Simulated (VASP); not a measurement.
# Ca2Sc (Ca (100), 3 layers) in VASP: single point with PBE

Aim: the single point of Ca2Sc (Ca (100), 3 layers) with PBE.

Everything below comes from runs of VASP 6.6.1. Logs are shortened: lines on timing, memory, paths and dates and some standing lists are left out, and cuts for length are marked.

## Step 1: The cell of the first run

The cell holds a slab with vacuum, 3 atoms: a = 3.907 Å, b = 3.907 Å, c = 25.525 Å, α = 90.00°, β = 90.00°, γ = 90.00°.

## Step 2: Single point, PBE

The input, INCAR:

```
ALGO = Normal ; DIPOL = 0.5 0.5 0.500
EDIFF = 1E-6 ; ENCUT = 520
GGA = PE ; IDIPOL = 3
ISIF = 2 ; ISMEAR = -1
LASPH = True ; LCHARG = False
LDIPOL = True ; LREAL = False
LWAVE = False ; NBANDS = 22
NELM = 80 ; PREC = Accurate
SIGMA = 0.08
```

The input, KPOINTS:

```
k-points
0
Gamma
  9 9 1
```

The input, POSCAR:

```
Ca2Sc
1.0
    3.9070577562      0.0000000000      0.0000000000
    0.0000000000      3.9070577562      0.0000000000
    0.0000000000      0.0000000000     25.5254000000
Ca Sc
2 1
Direct
    0.0000000000      0.0000000000      0.3949623065
    0.0000000000      0.0000000000      0.6050376925
    0.5000000000      0.5000000000      0.5000000010
```

Potentials or basis: VASP PAW PBE potentials, release 64 (Ca_sv, Sc_sv).

The run is started by

```console
> cat potpaw_PBE.64/Ca_sv/POTCAR potpaw_PBE.64/Sc_sv/POTCAR > POTCAR
> mpirun -np 1 vasp_std > vasp.out
```

OUTCAR:

```text
EDIFF = 1E-6
   ENCUT = 520
   GGA = PE
   ISIF = 2
   ISMEAR = -1
   LASPH = True
   LREAL = False
   NELM = 80
   PREC = Accurate

 ion  position               nearest neighbor table
   1  0.000  0.000  0.395-
   2  0.000  0.000  0.605-
   3  0.500  0.500  0.500-

  LATTYP: Found a simple tetragonal cell.
 ALAT       =     3.9070577562
 C/A-ratio  =     6.5331514384

  Lattice vectors:

 A1 = (   3.9070577562,   0.0000000000,   0.0000000000)
 A2 = (   0.0000000000,   3.9070577562,   0.0000000000)
 A3 = (   0.0000000000,   0.0000000000,  25.5254000000)

Analysis of symmetry for initial positions (statically):
=====================================================================
 Subroutine PRICEL returns:
 Original cell was already a primitive cell.

 Routine SETGRP: Setting up the symmetry group for a
 simple tetragonal supercell.

 Subroutine GETGRP returns: Found 16 space group operations
 (whereof 16 operations were pure point group operations)
 out of a pool of 16 trial point group operations.

The static configuration has the point symmetry D_4h.

Analysis of symmetry for dynamics (positions and initial velocities):
=====================================================================
 Subroutine PRICEL returns:
 Original cell was already a primitive cell.

 Routine SETGRP: Setting up the symmetry group for a
 simple tetragonal supercell.

 Subroutine GETGRP returns: Found 16 space group operations
 (whereof 16 operations were pure point group operations)
 out of a pool of 16 trial point group operations.

The dynamic configuration has the point symmetry D_4h.

 Subroutine INISYM returns: Found 16 space group operations
 (whereof 16 operations are pure point group operations),
 and found     1 'primitive' translations

----------------------------------------------------------------------------------------

                                     Primitive cell

  volume of cell :     389.6478

  direct lattice vectors                    reciprocal lattice vectors
     3.907057756  0.000000000  0.000000000     0.255947074  0.000000000  0.000000000
     0.000000000  3.907057756  0.000000000     0.000000000  0.255947074  0.000000000
     0.000000000  0.000000000 25.525400000     0.000000000  0.000000000  0.039176663

  length of vectors
     3.907057756  3.907057756 25.525400000     0.255947074  0.255947074  0.039176663

  position of ions in fractional coordinates (direct lattice)
     0.000000000  0.000000000  0.394962306
     0.000000000  0.000000000  0.605037692
     0.500000000  0.500000000  0.500000001

  ion indices of the primitive-cell ions
   primitive index   ion index
                 1           1
                 2           2
                 3           3

----------------------------------------------------------------------------------------

 KPOINTS: k-points

Automatic generation of k-mesh.
 Grid dimensions read from file:
 generate k-points for:    9    9    1

 Generating k-lattice:

  Cartesian coordinates                     Fractional coordinates (reciprocal lattice)
     0.028438564  0.000000000  0.000000000     0.111111111  0.000000000  0.000000000
     0.000000000  0.028438564  0.000000000     0.000000000  0.111111111  0.000000000
     0.000000000  0.000000000  0.039176663     0.000000000  0.000000000  1.000000000

  Length of vectors
     0.028438564  0.028438564  0.039176663

  Shift w.r.t. Gamma in fractional coordinates (k-lattice)
     0.000000000  0.000000000  0.000000000

 Subroutine IBZKPT returns following result:
 ===========================================

 Found     15 irreducible k-points:

 Following reciprocal coordinates:
            Coordinates               Weight
  0.000000  0.000000  0.000000      1.000000
  0.111111  0.000000  0.000000      4.000000
  0.222222  0.000000  0.000000      4.000000
  0.333333  0.000000  0.000000      4.000000
  0.444444  0.000000  0.000000      4.000000
  0.111111  0.111111  0.000000      4.000000
  0.222222  0.111111  0.000000      8.000000
  0.333333  0.111111  0.000000      8.000000
  0.444444  0.111111  0.000000      8.000000
  0.222222  0.222222  0.000000      4.000000
  0.333333  0.222222  0.000000      8.000000
  0.444444  0.222222  0.000000      8.000000
  0.333333  0.333333  0.000000      4.000000
  0.444444  0.333333  0.000000      8.000000
  0.444444  0.444444  0.000000      4.000000
   k-points           NKPTS =     15   k-points in BZ     NKDIM =     15   number of bands    NBANDS=     22
   number of dos      NEDOS =    301   number of ions     NIONS =      3
   total plane-waves  NPLWV = 172800
   dimension x,y,z NGX =    30 NGY =   30 NGZ =  192
   dimension x,y,z NGXF=    60 NGYF=   60 NGZF=  384
   ions per type =               2   1
   NGX,Y,Z   is equivalent  to a cutoff of  12.77, 12.77, 12.50 a.u.
   NGXF,Y,Z  is equivalent  to a cutoff of  25.53, 25.53, 25.01 a.u.
 SYSTEM =  unknown system
   PREC   = accura    normal or accurate (medium, high low for compatibility)
   ISTART =      0    job   : 0-new  1-cont  2-samecut
   ICHARG =      2    charge: 1-file 2-atom 10-const
   ISPIN  =      1    spin polarized calculation?
   LNONCOLLINEAR =      F non collinear calculations
   LSORBIT =      F    spin-orbit coupling
   LASPH  =      T    aspherical Exc in radial PAW
   ENCUT  =  520.0 eV  38.22 Ry    6.18 a.u.   7.26  7.26 47.46*2*pi/ulx,y,z
   NELM   =     80;   NELMIN=  2; NELMDL= -5     # of ELM steps
   EDIFF  = 0.1E-05   stopping-criterion for ELM
   LREAL  =      F    real-space projection
   EDIFFG = 0.1E-04   stopping-criterion for IOM
   NSW    =      0    number of steps for IOM
   IBRION =     -1    ionic relax: 0-MD 1-quasi-New 2-CG
   NFREE  =      0    steps in history (QN), initial steepest desc. (CG)
   ISIF   =      2    stress and relaxation
   ISYM   =      2    0-nonsym 1-usesym 2-fastsym
   POTIM  = 0.5000    time-step for ionic-motion
   TEBEG  =    0.0;   TEEND  =   0.0 temperature during run
   PSTRESS=    0.0 pullay stress
   NELECT =      31.0000    total number of electrons
   NUPDOWN=      -1.0000    fix difference up-down
   EMIN   =  10.00;   EMAX   =-10.00  energy-range for DOS
   EFERMI =   0.00;   METHOD = LEGACY
   ISMEAR =    -1;   SIGMA  =   0.08  broadening in eV -4-tet -1-fermi 0-gaus
   EFERMI_NEDOS =   21; number of points for ismear=-14 and -15
   IALGO  =     38    algorithm
   IMIX   =      4    mixing-type and parameters
     AMIX     =   0.40;   BMIX     =  1.00
     AMIX_MAG =   1.60;   BMIX_MAG =  1.00
  volume/ion in A,a.u.               =     129.88       876.49
  Fermi-wavevector in a.u.,A,eV,Ry     =   0.704106  1.330567  6.745294  0.495765
  Thomas-Fermi vector in A             =   1.789258
   LORBIT       =      0    0 simple, 1 ext, 2 COOP (PROOUT), +10 PAW based schemes
   GGA     = PE    functional components
   LHFCALC =     F    Hartree Fock is set to
   AEXX    =    0.0000 exact exchange contribution
   IVDW    =     0    specifies the selected vdW correction
   LEPSILON=     F    determine dielectric tensor
   LRPA    =     F    only Hartree local field effects (RPA)
 non-spin polarized calculation
  energy-cutoff  :      520.00
  volume of cell :      389.65
 maximum number of plane-waves:     10521
 NGX is ok and might be reduce to    30
   NGX = 15   NGY = 15   NGZ = 95

 number of electron      31.0000006 magnetization

 dipolmoment           0.000000      0.000000     -0.000000 electrons x Angstroem

 Free energy of the ion-electron system (eV)
  ---------------------------------------------------
  ext. energy  EPLUGINS =         0.00000000
  ---------------------------------------------------
  free energy    TOTEN  =        -8.48615602 eV

  energy without entropy =       -8.34709151  energy(sigma->0) =       -8.41662377

 E-fermi :  -1.1396     XC(G=0):  -3.2211

 val. band max:       -1.1483414642   @ k =   0.3333   0.2222   0.0000
 cond. band min:      -1.1386226186   @ k =   0.4444   0.2222   0.0000
 fundamental gap:      0.0097188457
 Fermi energy:        -1.1395786757

 k-point     1 :       0.0000    0.0000    0.0000
  band No.  band energies     occupation
      1     -51.7894      2.00000
      2     -43.6154      2.00000
      3     -43.6154      2.00000
      4     -30.4025      2.00000
      5     -30.3412      2.00000
      6     -30.3412      2.00000
[... 14 lines left out ...]
     21       0.0242      0.00000
     22       0.2734      0.00000

 k-point     2 :       0.1111    0.0000    0.0000
  band No.  band energies     occupation
      1     -51.7892      2.00000
      2     -43.6148      2.00000
      3     -43.6148      2.00000
      4     -30.4022      2.00000
      5     -30.3445      2.00000
      6     -30.3409      2.00000
[... 14 lines left out ...]
     21       0.1906      0.00000
     22       0.3003      0.00000

 k-point     3 :       0.2222    0.0000    0.0000
  band No.  band energies     occupation
      1     -51.7887      2.00000
      2     -43.6135      2.00000
      3     -43.6135      2.00000
      4     -30.4015      2.00000
      5     -30.3529      2.00000
      6     -30.3403      2.00000
[... 14 lines left out ...]
     21       0.2719      0.00000
     22       0.3067      0.00000
[... 251 lines left out ...]
 k-point    14 :       0.4444    0.3333    0.0000
  band No.  band energies     occupation
      1     -51.7867      2.00000
      2     -43.6078      2.00000
      3     -43.6078      2.00000
      4     -30.3981      2.00000
      5     -30.3667      2.00000
      6     -30.3600      2.00000
[... 14 lines left out ...]
     21       0.2307      0.00000
     22       0.5155      0.00000

 k-point    15 :       0.4444    0.4444    0.0000
  band No.  band energies     occupation
      1     -51.7863      2.00000
      2     -43.6069      2.00000
      3     -43.6069      2.00000
      4     -30.3975      2.00000
      5     -30.3661      2.00000
      6     -30.3661      2.00000
[... 14 lines left out ...]
     21       0.5398      0.00000
     22       0.7215      0.00000

------------------------ aborting loop because EDIFF is reached ----------------------------------------

 vacuum level on the upper side and lower side of the slab       (xc-potential included)        -0.177        -0.177

  FORCE on cell =-STRESS in cart. coord.  units (eV):
  Direction    XX          YY          ZZ          XY          YZ          ZX
  --------------------------------------------------------------------------------------
  -------------------------------------------------------------------------------------
  Total       -3.2035957     -3.2035957     -3.1551624      0.0000000      0.0000000     -0.0000000
  in kB      -13.1727385    -13.1727385    -12.9735872      0.0000000      0.0000000     -0.0000000
  external PRESSURE =     -13.1063547 kB  Pullay stress =       0.0000000 kB

 VOLUME and BASIS-vectors are now :
 -----------------------------------------------------------------------------
  energy-cutoff  :      520.00
  volume of cell :      389.65
      direct lattice vectors                 reciprocal lattice vectors
     3.907057756  0.000000000  0.000000000     0.255947074  0.000000000  0.000000000
     0.000000000  3.907057756  0.000000000     0.000000000  0.255947074  0.000000000
     0.000000000  0.000000000 25.525400000     0.000000000  0.000000000  0.039176663

 POSITION                                       TOTAL-FORCE (eV/Angst)
 -----------------------------------------------------------------------------------
      0.00000      0.00000     10.08157         0.000000     -0.000000      0.583660
      0.00000      0.00000     15.44383        -0.000000      0.000000     -0.583660
      1.95353      1.95353     12.76270        -0.000000      0.000000      0.000000
 -----------------------------------------------------------------------------------
    total drift:                                0.000000      0.000000     -0.000009

  FREE ENERGIE OF THE ION-ELECTRON SYSTEM (eV)
  ---------------------------------------------------
  free  energy   TOTEN  =        -8.4861560220 eV

  energy  without entropy=       -8.3470915089  energy(sigma->0) =       -8.41662377

 vacuum level on the upper side and lower side of the slab         1.354         1.354
```

Run time: 3.3 min. Hardware: 1 thread of Intel Xeon Platinum 8259CL at 2.50GHz (Skylake/Cascade Lake), shared host; peak memory 0.5 GiB.

Results:

* Free energy: -8.4862 eV
* Largest force: 0.584 eV/Å

Forces on the atoms (eV/Å):
```
Ca   0.000  0.000  0.584
Ca   0.000  0.000 -0.584
Sc   0.000  0.000  0.000
```
